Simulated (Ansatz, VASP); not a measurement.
# Two plane-wave programs on Ag

Contents of INCAR:

```
ALGO     = Fast           # electronic algorithm
EDIFF    = 1E-7           # SCF threshold, eV
EDIFFG   = -0.01          # ionic threshold
ENCUT    = 600            # plane-wave cutoff, eV
GGA      = PE             # functional
IBRION   = 2              # ionic algorithm
ISIF     = 3              # what is computed and relaxed
ISMEAR   = 0              # smearing method
LASPH    = True           # aspherical terms in the spheres
LCHARG   = False          # write CHGCAR
LREAL    = False          # projectors in reciprocal space
LWAVE    = False          # write WAVECAR
NELM     = 60             # most SCF steps
NSW      = 100            # ionic steps
PREC     = Accurate       # precision mode
SIGMA    = 0.1            # smearing width, eV
```

File KPOINTS:

```
k-points
0
Gamma
  24 24 20
```

POSCAR

```
Ag
1.0
    2.8583524442      0.0000000000      0.0000000000
   -1.4291762221      2.4754058296      0.0000000000
    0.0000000000      0.0000000000      2.7558117323
Ag
1
Direct
    0.0000000000      0.0000000000      0.0000000000
```

Input for Ansatz:

```yaml
crystal:
  lattice:
    - [2.8583524442, 0.0, 0.0]
    - [-1.4291762221, 2.4754058296, 0.0]
    - [0.0, 0.0, 2.7558117323]
  atoms:
    - { symbol: Ag, position: [0.0, 0.0, 0.0] }
basis:
  ecutwfc: 420
kpoints:
  mp_grid: { grid: [24, 24, 20] }
hamiltonian:
  xc: pbe
scf:
  occupations: { method: gaussian, width: 0.1 }
output:
  forces: true
  stress: true
  eigenvalues: true
relax:
  adjacent_minimum: "off"
  f_tol: 0.01
  max_steps: 80
  cell: { stress_tol: 0.05 }
```

Alike in both runs: task relaxation of cell and atoms; functional PBE; k mesh 24 × 24 × 20; occupations gaussian, width 0.1 eV; no spin polarisation.

|  | VASP | Ansatz |
| --- | --- | --- |
| version | VASP 6.6.1 | Ansatz 0.2.0 |
| potentials or method | VASP PAW PBE potentials, release 64 (Ag), cutoff 600 eV | scalar-relativistic, plane waves, PAW |
| valence electrons in the cell | 11 | 19 |

VASP gave:

```
gap on the k mesh at the Fermi level, each at its own relaxed structure (eV) : none
relaxed volume (Å³/atom)                                                     : 19.41
relaxed length of the cell vector where the two differ most in proportion (Å)              : 2.774
```

Question: Estimate Ansatz's values.

Answer: gap on the k mesh at the Fermi level, each at its own relaxed structure (eV): none; relaxed volume (Å³/atom): 19.44; relaxed length of the cell vector where the two differ most in proportion (Å): 2.776.

A gap of «none» marks a metal or a gap that the smearing closes. VASP's potentials hold 11 valence electrons a cell and Ansatz's 19, so a difference there can come from the potentials and not from the codes.
